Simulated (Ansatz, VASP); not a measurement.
Two plane-wave programs on GaAs

```xyz
2
Lattice="0.0000 2.8046 2.8046 2.8046 0.0000 2.8046 2.8046 2.8046 0.0000" Properties=species:S:1:pos:R:3 pbc="T T T"
Ga    0.0000    0.0000    0.0000
As    1.4023    1.4023    1.4023
```

Alike in both runs: task single point; functional r2SCAN; k mesh 8 × 8 × 8; occupations gaussian, width 0.02 eV; no spin polarisation.

```csv
,VASP,Ansatz
version,VASP 6.6.1,Ansatz 0.2.0
potentials or method,"VASP PAW PBE potentials, release 64 (Ga_d, As), cutoff 520 eV","scalar-relativistic, plane waves, PAW"
valence electrons in the cell,18,28
```

VASP gave:

```
gap on the k mesh at the Fermi level (eV) : 1.19
least direct gap on the mesh (eV)         : 1.19
pressure (GPa)                            : 2.5
```

Problem. Which values does Ansatz return?

Solution. gap on the k mesh at the Fermi level (eV): 1.21; least direct gap on the mesh (eV): 1.21; pressure (GPa): 2.4.

VASP's potentials were made for PBE, not for r2SCAN. VASP's potentials hold 18 valence electrons a cell and Ansatz's 28, so a difference there can come from the potentials and not from the codes.
